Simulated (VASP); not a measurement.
# Si (I4/mmm) in VASP: further runs

Runs on Si. Level: LDA. Tasks: single point.

Everything below comes from runs of VASP 6.6.1. Logs are shortened: lines on timing, memory, paths and dates and some standing lists are left out, and cuts for length are marked.

## 1. The cell of the first run

Symmetry: I4/mmm, No. 139, tetragonal system. The conventional cell has a = 6.443 Å, b = 6.443 Å, c = 4.097 Å, α = 90.00°, β = 90.00°, γ = 90.00°. Within 3.0 Å of Si (site symmetry m2m) lie 4 Si at 2.30 to 2.42 Å.

## 2. Single point, LDA

Input file INCAR:

```
SYSTEM = Si
PREC = Accurate ; ENCUT = 520
EDIFF = 1E-7 ; ISMEAR = 0
SIGMA = 0.03 ; LREAL = .FALSE.
LASPH = .TRUE. ; NELM = 60
ALGO = Normal ; ISIF = 2
LWAVE = .FALSE. ; LCHARG = .TRUE.
LELF = .TRUE. ; LVHAR = .TRUE.
NBANDS = 16
```

Input file KPOINTS:

```
Automatic mesh
0
G
  12 12 12
  0 0 0
```

Input file POSCAR:

```
Si
1.0
   -3.2214553397      3.2214553397      2.0484984592
    3.2214553397     -3.2214553397      2.0484984592
    3.2214553397      3.2214553397     -2.0484984592
Si
4
Direct
    0.1788010600      0.1788010600      0.3576021200
    0.8211989400      0.8211989400      0.6423978800
    0.1788010600      0.8211989400      0.0000000000
    0.8211989400      0.1788010600      0.0000000000
```

Potentials or basis: VASP PAW LDA potentials, release 64 (Si).

Command:

```console
> cat potpaw_LDA.64/Si/POTCAR > POTCAR
> mpirun -np 1 vasp_std > vasp.out
```

OUTCAR:

```text
SYSTEM = Si
   PREC = Accurate
   ENCUT = 520
   EDIFF = 1E-7
   ISMEAR = 0
   LREAL = .FALSE.
   LASPH = .TRUE.
   NELM = 60
   ISIF = 2

 ion  position               nearest neighbor table
   1  0.179  0.179  0.358-   3 2.30   4 2.30   2 2.42   2 2.42
   2  0.821  0.821  0.642-   3 2.30   4 2.30   1 2.42   1 2.42
   3  0.179  0.821  0.000-   1 2.30   2 2.30   4 2.42   4 2.42
   4  0.821  0.179  0.000-   1 2.30   2 2.30   3 2.42   3 2.42

  LATTYP: Found a body centered tetragonal cell.
 ALAT       =     6.4429106794
 C/A-ratio  =     0.6358922422

  Lattice vectors:

 A1 = (  -3.2214553397,   3.2214553397,   2.0484984592)
 A2 = (   3.2214553397,  -3.2214553397,   2.0484984592)
 A3 = (   3.2214553397,   3.2214553397,  -2.0484984592)

Analysis of symmetry for initial positions (statically):
=====================================================================
 Subroutine PRICEL returns:
 Original cell was already a primitive cell.

 Routine SETGRP: Setting up the symmetry group for a
 body centered tetragonal supercell.

 Subroutine GETGRP returns: Found 16 space group operations
 (whereof 16 operations were pure point group operations)
 out of a pool of 16 trial point group operations.

The static configuration has the point symmetry D_4h.

Analysis of symmetry for dynamics (positions and initial velocities):
=====================================================================
 Subroutine PRICEL returns:
 Original cell was already a primitive cell.

 Routine SETGRP: Setting up the symmetry group for a
 body centered tetragonal supercell.

 Subroutine GETGRP returns: Found 16 space group operations
 (whereof 16 operations were pure point group operations)
 out of a pool of 16 trial point group operations.

The dynamic configuration has the point symmetry D_4h.

 Subroutine INISYM returns: Found 16 space group operations
 (whereof 16 operations are pure point group operations),
 and found     1 'primitive' translations

----------------------------------------------------------------------------------------

                                     Primitive cell

  volume of cell :      85.0354

  direct lattice vectors                    reciprocal lattice vectors
    -3.221455340  3.221455340  2.048498459     0.000000000  0.155209353  0.244081218
     3.221455340 -3.221455340  2.048498459     0.155209353  0.000000000  0.244081218
     3.221455340  3.221455340 -2.048498459     0.155209353  0.155209353  0.000000000

  length of vectors
     4.995187179  4.995187179  4.995187179     0.289250038  0.289250038  0.219499172

  position of ions in fractional coordinates (direct lattice)
     0.178801060  0.178801060  0.357602120
     0.821198940  0.821198940  0.642397880
     0.178801060  0.821198940  0.000000000
     0.821198940  0.178801060  0.000000000

  ion indices of the primitive-cell ions
   primitive index   ion index
                 1           1
                 2           2
                 3           3
                 4           4

----------------------------------------------------------------------------------------

 KPOINTS: Automatic mesh

Automatic generation of k-mesh.
 Grid dimensions read from file:
 generate k-points for:   12   12   12

 Generating k-lattice:

  Cartesian coordinates                     Fractional coordinates (reciprocal lattice)
     0.000000000  0.012934113  0.020340102     0.083333333  0.000000000  0.000000000
     0.012934113  0.000000000  0.020340102     0.000000000  0.083333333  0.000000000
     0.012934113  0.012934113  0.000000000     0.000000000  0.000000000  0.083333333

  Length of vectors
     0.024104170  0.024104170  0.018291598

  Shift w.r.t. Gamma in fractional coordinates (k-lattice)
     0.000000000  0.000000000  0.000000000

 Subroutine IBZKPT returns following result:
 ===========================================

 Found    163 irreducible k-points:

 Following reciprocal coordinates:
            Coordinates               Weight
  0.000000  0.000000  0.000000      1.000000
  0.083333 -0.000000  0.000000      8.000000
  0.166667 -0.000000  0.000000      8.000000
  0.250000  0.000000 -0.000000      8.000000
  0.333333 -0.000000  0.000000      8.000000
  0.416667  0.000000  0.000000      8.000000
[... 16 lines left out ...]
  0.500000  0.166667 -0.000000     16.000000
 -0.416667  0.166667  0.000000     16.000000
 [... further k-points ...]
   k-points           NKPTS =    163   k-points in BZ     NKDIM =    163   number of bands    NBANDS=     16
   number of dos      NEDOS =    301   number of ions     NIONS =      4
   total plane-waves  NPLWV =  64000
   dimension x,y,z NGX =    40 NGY =   40 NGZ =   40
   dimension x,y,z NGXF=    80 NGYF=   80 NGZF=   80
   ions per type =               4
   NGX,Y,Z   is equivalent  to a cutoff of  13.31, 13.31, 13.31 a.u.
   NGXF,Y,Z  is equivalent  to a cutoff of  26.62, 26.62, 26.62 a.u.
 SYSTEM =  Si
   PREC   = accura    normal or accurate (medium, high low for compatibility)
   ISTART =      0    job   : 0-new  1-cont  2-samecut
   ICHARG =      2    charge: 1-file 2-atom 10-const
   ISPIN  =      1    spin polarized calculation?
   LNONCOLLINEAR =      F non collinear calculations
   LSORBIT =      F    spin-orbit coupling
   LASPH  =      T    aspherical Exc in radial PAW
   ENCUT  =  520.0 eV  38.22 Ry    6.18 a.u.   9.29  9.29  9.29*2*pi/ulx,y,z
   NELM   =     60;   NELMIN=  2; NELMDL= -5     # of ELM steps
   EDIFF  = 0.1E-06   stopping-criterion for ELM
   LREAL  =      F    real-space projection
   EDIFFG = 0.1E-05   stopping-criterion for IOM
   NSW    =      0    number of steps for IOM
   IBRION =     -1    ionic relax: 0-MD 1-quasi-New 2-CG
   NFREE  =      0    steps in history (QN), initial steepest desc. (CG)
   ISIF   =      2    stress and relaxation
   ISYM   =      2    0-nonsym 1-usesym 2-fastsym
   POTIM  = 0.5000    time-step for ionic-motion
   TEBEG  =    0.0;   TEEND  =   0.0 temperature during run
   PSTRESS=    0.0 pullay stress
   NELECT =      16.0000    total number of electrons
   NUPDOWN=      -1.0000    fix difference up-down
   EMIN   =  10.00;   EMAX   =-10.00  energy-range for DOS
   EFERMI =   0.00;   METHOD = LEGACY
   ISMEAR =     0;   SIGMA  =   0.03  broadening in eV -4-tet -1-fermi 0-gaus
   EFERMI_NEDOS =   21; number of points for ismear=-14 and -15
   IALGO  =     38    algorithm
   IMIX   =      4    mixing-type and parameters
     AMIX     =   0.40;   BMIX     =  1.00
     AMIX_MAG =   1.60;   BMIX_MAG =  1.00
  volume/ion in A,a.u.               =      21.26       143.46
  Fermi-wavevector in a.u.,A,eV,Ry     =   0.938098  1.772748 11.973506  0.880028
  Thomas-Fermi vector in A             =   2.065276
   LORBIT       =      0    0 simple, 1 ext, 2 COOP (PROOUT), +10 PAW based schemes
   GGA     = CA    functional components
   LHFCALC =     F    Hartree Fock is set to
   AEXX    =    0.0000 exact exchange contribution
   IVDW    =     0    specifies the selected vdW correction
   LEPSILON=     F    determine dielectric tensor
   LRPA    =     F    only Hartree local field effects (RPA)
 non-spin polarized calculation
 Gauss-broadening in eV      SIGMA  =   0.03
  energy-cutoff  :      520.00
  volume of cell :       85.04
 maximum number of plane-waves:      2307
 NGX is ok and might be reduce to    40
   NGX = 19   NGY = 19   NGZ = 19

 number of electron      16.0000000 magnetization

 Free energy of the ion-electron system (eV)
  ---------------------------------------------------
  ext. energy  EPLUGINS =         0.00000000
  ---------------------------------------------------
  free energy    TOTEN  =       -23.09796426 eV

  energy without entropy =      -23.09780260  energy(sigma->0) =      -23.09788343

 E-fermi :   5.2466     XC(G=0):  -9.3150

 val. band max:        5.2236669908   @ k =  -0.4167   0.4167   0.3333
 cond. band min:       5.2733184178   @ k =  -0.3333   0.3333   0.3333
 fundamental gap:      0.0496514271
 Fermi energy:         5.2465981553

 k-point     1 :       0.0000    0.0000    0.0000
  band No.  band energies     occupation
      1      -6.7092      2.00000
      2      -1.7200      2.00000
      3      -0.2083      2.00000
      4      -0.2083      2.00000
      5       1.5292      2.00000
      6       3.5606      2.00000
[... 8 lines left out ...]
     15      10.0270      0.00000
     16      12.0641      0.00000

 k-point     2 :       0.0833   -0.0000    0.0000
  band No.  band energies     occupation
      1      -6.6411      2.00000
      2      -1.7970      2.00000
      3      -0.3489      2.00000
      4      -0.0738      2.00000
      5       1.5964      2.00000
      6       3.1886      2.00000
[... 8 lines left out ...]
     15       9.8967      0.00000
     16      12.3577      0.00000

 k-point     3 :       0.1667   -0.0000    0.0000
  band No.  band energies     occupation
      1      -6.4397      2.00000
      2      -1.9430      2.00000
      3      -0.7291      2.00000
      4       0.1667      2.00000
      5       1.7115      2.00000
      6       2.4671      2.00000
[... 8 lines left out ...]
     15      10.3165      0.00000
     16      13.1349      0.00000

 k-point     4 :       0.2500    0.0000   -0.0000
  band No.  band energies     occupation
      1      -6.1168      2.00000
      2      -2.0550      2.00000
      3      -1.2955      2.00000
      4       0.1976      2.00000
      5       1.6555      2.00000
      6       1.9535      2.00000
[... 8 lines left out ...]
     15      11.4559      0.00000
     16      11.5014      0.00000

 k-point     5 :       0.3333   -0.0000    0.0000
  band No.  band energies     occupation
      1      -5.7014      2.00000
      2      -2.0997      2.00000
      3      -1.9748      2.00000
      4      -0.0450      2.00000
      5       1.3175      2.00000
      6       1.8854      2.00000
[... 8 lines left out ...]
     15      11.3752      0.00000
     16      11.4848      0.00000

 k-point     6 :       0.4167    0.0000    0.0000
  band No.  band energies     occupation
      1      -5.2751      2.00000
      2      -2.6057      2.00000
      3      -2.0924      2.00000
      4      -0.3177      2.00000
      5       1.1137      2.00000
      6       1.8637      2.00000
[... 8 lines left out ...]
     15      11.5610      0.00000
     16      12.1299      0.00000
[... 267 lines left out ...]
 k-point    21 :       0.3333    0.1667    0.0000
  band No.  band energies     occupation
      1      -5.0706      2.00000
      2      -2.7085      2.00000
      3      -2.2907      2.00000
      4      -0.5188      2.00000
      5       1.0188      2.00000
      6       2.4798      2.00000
[... 8 lines left out ...]
     15      12.2209      0.00000
     16      13.5210      0.00000

 k-point    22 :       0.4167    0.1667    0.0000
  band No.  band energies     occupation
      1      -5.0266      2.00000
      2      -2.9403      2.00000
      3      -2.4053      2.00000
      4      -0.2491      2.00000
      5       1.0072      2.00000
      6       2.6464      2.00000
[... 8 lines left out ...]
     15      12.0586      0.00000
     16      12.5090      0.00000

 k-point    23 :       0.5000    0.1667   -0.0000
  band No.  band energies     occupation
      1      -5.3390      2.00000
      2      -3.0359      2.00000
      3      -2.0696      2.00000
      4       0.1198      2.00000
      5       1.1404      2.00000
      6       2.6311      2.00000
[... 8 lines left out ...]
     15      11.5161      0.00000
     16      11.9014      0.00000

 k-point    24 :      -0.4167    0.1667    0.0000
  band No.  band energies     occupation
      1      -5.7593      2.00000
      2      -3.0665      2.00000
      3      -1.4899      2.00000
      4       0.4861      2.00000
      5       1.4838      2.00000
      6       2.6554      2.00000
[... 8 lines left out ...]
     15      11.2766      0.00000
     16      11.4251      0.00000

 [... further k-points ...]

------------------------ aborting loop because EDIFF is reached ----------------------------------------

  FORCE on cell =-STRESS in cart. coord.  units (eV):
  Direction    XX          YY          ZZ          XY          YZ          ZX
  --------------------------------------------------------------------------------------
  -------------------------------------------------------------------------------------
  Total        2.0431298      2.0431298     -6.1993033      0.0000000      0.0000000      0.0000000
  in kB       38.4952080     38.4952080   -116.8028945      0.0000000      0.0000000      0.0000000
  external PRESSURE =     -13.2708262 kB  Pullay stress =       0.0000000 kB

 VOLUME and BASIS-vectors are now :
 -----------------------------------------------------------------------------
  energy-cutoff  :      520.00
  volume of cell :       85.04
      direct lattice vectors                 reciprocal lattice vectors
    -3.221455340  3.221455340  2.048498459     0.000000000  0.155209353  0.244081218
     3.221455340 -3.221455340  2.048498459     0.155209353  0.000000000  0.244081218
     3.221455340  3.221455340 -2.048498459     0.155209353  0.155209353  0.000000000

 POSITION                                       TOTAL-FORCE (eV/Angst)
 -----------------------------------------------------------------------------------
      1.15200      1.15200     -0.00000         0.775640      0.775640      0.000000
      2.06946      2.06946      2.04850        -0.775640     -0.775640     -0.000000
      2.06946     -2.06946      2.04850        -0.775640      0.775640      0.000000
     -2.06946      2.06946      2.04850         0.775640     -0.775640      0.000000
 -----------------------------------------------------------------------------------
    total drift:                               -0.000000     -0.000000      0.000000

  FREE ENERGIE OF THE ION-ELECTRON SYSTEM (eV)
  ---------------------------------------------------
  free  energy   TOTEN  =       -23.0979642610 eV

  energy  without entropy=      -23.0978026008  energy(sigma->0) =      -23.09788343
```

Run time: 85 s. Hardware: 1 thread of Intel Xeon 6975P-C (Granite Rapids), shared host; peak memory 0.29 GiB.

What came out:

```
Free energy            : -23.0980 eV
Pressure               : -1.3 GPa
Largest force          : 1.097 eV/Å
Band gap on the k mesh : zero (bands 8 and 9 overlap by 0.28 eV)
```

Forces on the atoms (eV/Å):
```
Si   0.776  0.776  0.000
Si  -0.776 -0.776  0.000
Si  -0.776  0.776  0.000
Si   0.776 -0.776  0.000
```

Stress tensor (GPa, compression positive):
```
  3.85   0.00   0.00
  0.00   3.85   0.00
  0.00   0.00 -11.68
```

Caveat: the stress differs along the axes, from -12 to 4 GPa; semilocal functionals underestimate gaps, and a narrow one can read as zero; forces of over 1 eV/Å act on the atoms, so gaps and moduli don't describe the material at rest.

## 3. Single point, LDA

Input file INCAR:

```
SYSTEM = Si
  PREC = Accurate
  ENCUT = 520
  EDIFF = 1E-6
  ISMEAR = 0
  SIGMA = 0.03
  LREAL = .FALSE.
  LASPH = .TRUE.
  NELM = 60
  ALGO = Normal
  ISIF = 2
  LWAVE = .FALSE.
  LCHARG = .FALSE.
  GGA = CA
  NBANDS = 16
```

Input file KPOINTS:

```
regular mesh
0
G
  12 12 12
  0 0 0
```

Input file POSCAR:

```
Si
1.0
   -3.2717987109      3.2717987109      1.9859427176
    3.2717987109     -3.2717987109      1.9859427176
    3.2717987109      3.2717987109     -1.9859427176
Si
4
Direct
    0.1788010600      0.1788010600      0.3576021200
    0.8211989400      0.8211989400      0.6423978800
    0.1788010600      0.8211989400      0.0000000000
    0.8211989400      0.1788010600      0.0000000000
```

Potentials or basis: VASP PAW LDA potentials, release 64 (Si).

Command:

```console
> cat potpaw_LDA.64/Si/POTCAR > POTCAR
> mpirun -np 1 vasp_std > vasp.out
```

Wall time 86 s (1 thread of Intel Xeon 6975P-C (Granite Rapids), shared host); peak memory 0.29 GiB.

The run converged. Its results:

| Item | Value |
| --- | --- |
| Free energy | -23.2962 eV |
| Pressure | -1.8 GPa |
| Largest force | 0.520 eV/Å |
| Band gap on the k mesh | zero (bands 8 and 9 overlap by 0.07 eV) |

Forces on the atoms (eV/Å):
```
Si   0.367  0.367  0.000
Si  -0.367 -0.367  0.000
Si  -0.367  0.367  0.000
Si   0.367 -0.367  0.000
```

Stress tensor (GPa, compression positive):
```
 1.05  0.00  0.00
 0.00  1.05  0.00
 0.00  0.00 -7.37
```

Levels at points of the mesh, in eV from the Fermi level:
```csv
k point,band 5,band 6,band 7,band 8,band 9,band 10,band 11,band 12
"(0.00, 0.00, 0.00)",-3.77,-1.65,-1.65,-0.64,1.02,1.45,1.45,2.38
"(0.50, 0.00, 0.00)",-4.32,-3.50,-2.42,-1.23,0.84,2.55,3.08,3.54
"(0.50, 0.50, 0.00)",-2.74,-2.26,-1.82,-1.65,1.16,1.53,1.94,4.14
"(0.50, 0.50, 0.50)",-3.26,-0.25,-0.17,0.09,0.09,2.82,3.96,4.22
```

Caveat: the stress differs along the axes, from -7 to 1 GPa; semilocal functionals underestimate gaps, and a narrow one can read as zero.

(Part 1 of 2 ends here.)

The gap in the log of VASP goes by the Fermi energy; the results here count the filled bands.